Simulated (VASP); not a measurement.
Set up this calculation in VASP 6.6.1, as the native input.

```
Task                   : single point
Functional             : PBE
Dispersion             : D3(BJ)
Potentials or basis    : VASP PAW PBE potentials, release 64 (Se, Pt)
Cutoff                 : 520 eV
k mesh                 : 12 × 12 × 1
Occupations            : gaussian, width 0.02 eV
Spin                   : no spin polarisation
Dipole correction      : yes
Further INCAR settings : ALGO = Normal; EDIFF = 1e-06; NBANDS = 18
```

The structure of PtSe2 lies in POSCAR:

```
PtSe2
1.0
    3.7068661436      0.0000000000      0.0000000000
   -1.8534330718      3.2102402487      0.0000000000
    0.0000000000      0.0000000000     31.1216233557
Se Pt
2 1
Direct
    0.6666666667      0.3333333333      0.4574342832
    0.3333333333      0.6666666667      0.5425657168
    0.0000000000      0.0000000000      0.5000000000
```

One way to write it, as run:

INCAR

```
SYSTEM = PtSe2
PREC = Accurate
ENCUT = 520
EDIFF = 1E-6
ISMEAR = 0
SIGMA = 0.02
LREAL = .FALSE.
LASPH = .TRUE.
NELM = 80
ALGO = Normal
ISIF = 2
LWAVE = .FALSE.
LCHARG = .TRUE.
LDIPOL = .TRUE.
IDIPOL = 3
DIPOL = 0.5 0.5 0.500
GGA = PE
IVDW = 12
LELF = .TRUE.
LVHAR = .TRUE.
LVACPOTAV = .TRUE.
NBANDS = 18
```

KPOINTS

```
Automatic mesh
0
G
  12 12 1
  0 0 0
```

Potentials or basis: VASP PAW PBE potentials, release 64 (Se, Pt).

The run is started by

```bash
$ cat potpaw_PBE.64/Se/POTCAR potpaw_PBE.64/Pt/POTCAR > POTCAR
$ mpirun -np 1 vasp_std > vasp.out
```

It gave:

```
Band gap on the k mesh                 : 1.37 eV, indirect (least direct gap 1.66 eV)
Dispersion energy per atom             : -0.299 eV
Ionisation potential of the upper face : 5.65 eV
```

Caveat: spin-orbit coupling is left out, which moves the levels of the heavy elements.

It took 7 min on 1 thread of AMD EPYC 7R13, on a shared host, peak memory 0.49 GiB.
